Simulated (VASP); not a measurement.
Ti: single point with PBEsol+D4

The system is Ti.

```
Ti
1.0
    -1.61464    1.64721    1.66573
     1.62378   -1.62551    1.65319
     1.63093    1.64179   -1.64404
Ti
1
Direct
  0.00000 0.00000 0.00000
```

```yaml
Program: VASP 6.6.1
Task: single point
Functional: PBEsol
Dispersion: D4
Potentials_or_basis: VASP PAW PBE potentials, release 64 (Ti_sv)
Cutoff: 520 eV
k_mesh: 8 × 8 × 8
Occupations: fermi-dirac, width 0.1 eV
Spin: no spin polarisation
Dipole_correction: no
Further_INCAR_settings: ALGO = Normal; EDIFF = 1e-06; NBANDS = 12
```

```json
{"Pressure": "-8.1 GPa", "Band gap on the k mesh": "zero (band 6 reaches 8.60 eV, above the bottom of band 7 at 7.18 eV)", "Dispersion energy per atom": "-0.115 eV"}
```

Stress tensor (GPa, compression positive):
```
-8.29 -0.44 -0.26
-0.44 -8.05 -0.57
-0.26 -0.57 -7.82
```

Levels at points of the mesh, in eV from the Fermi level:
```
           k point  band 3  band 4  band 5  band 6  band 7  band 8  band 9  band 10
(0.00, 0.00, 0.00)  -32.31  -32.31   -5.91    0.87    0.94    1.08    2.62     2.76
(0.50, 0.00, 0.00)  -32.50  -32.31   -2.42   -0.32    0.92    2.62    3.02     4.12
(0.00, 0.50, 0.00)  -32.51  -32.32   -2.41   -0.40    1.05    2.67    3.05     4.15
(0.50, 0.50, 0.00)  -32.53  -32.33   -2.40   -0.45    1.21    2.71    3.02     4.20
(0.00, 0.00, 0.50)  -32.51  -32.32   -2.42   -0.48    1.07    2.76    3.08     4.15
(0.50, 0.00, 0.50)  -32.52  -32.32   -2.41   -0.38    1.12    2.64    3.01     4.18
(0.00, 0.50, 0.50)  -32.52  -32.32   -2.40   -0.28    1.11    2.55    2.93     4.19
(0.50, 0.50, 0.50)  -32.75  -32.73   -2.05   -2.01    3.74    3.86    3.89     7.90
```

Wall time 29 s on 1 thread of Intel(R) Xeon(R) Platinum 8375C CPU @ 2.90GHz (Ice Lake), with other jobs on the host, peak memory 0.18 GiB.

Caveat: the PAW data sets were made with another functional, which shifts forces and pressure a little; pairwise dispersion overbinds metals, which lowers pressure and volume.
